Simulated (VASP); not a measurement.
# Sr: single point with PBE

Sr:

```
Sr
1.0
     6.84822    0.00000    0.00000
    -3.42411    5.93073    0.00000
     0.00000    0.00000    4.09422
Sr
3
Direct
  0.00000 0.00000 0.00000
  0.33333 0.66667 0.50000
  0.66667 0.33333 0.50000
```

This isn't the form of Sr at room conditions, which is fcc.

```yaml
Program: VASP 6.6.1
Task: single point
Functional: PBE
Potentials_or_basis: VASP PAW PBE potentials, release 64 (Sr_sv)
Cutoff: 520 eV
k_mesh: 5 × 5 × 7
Occupations: fermi-dirac, width 0.1 eV
Spin: no spin polarisation
Dipole_correction: no
k_mesh_for_the_DOS: 8 × 8 × 11
Occupations_for_the_DOS: tetrahedron
Further_INCAR_settings: ALGO = Normal; EDIFF = 1e-07; NBANDS = 22
```

```json
{"Valence electrons inside the program's atomic spheres": "Sr 7.90, 7.92 (each value once)"}
```

Levels at points of the mesh, in eV from the Fermi level:
| k point | band 12 | band 13 | band 14 | band 15 | band 16 | band 17 | band 18 | band 19 |
| --- | --- | --- | --- | --- | --- | --- | --- | --- |
| (0.00, 0.00, 0.00) | -18.55 | -3.68 | -0.14 | 0.12 | 0.12 | 0.16 | 0.16 | 0.46 |
| (0.50, 0.00, 0.00) | -18.56 | -2.41 | -2.39 | -1.07 | 0.12 | 1.00 | 1.20 | 1.22 |

Run time: 7.1 min on 1 thread of Oxide Virtual Turin-like Processor, with other jobs on the host, peak memory 0.33 GiB.
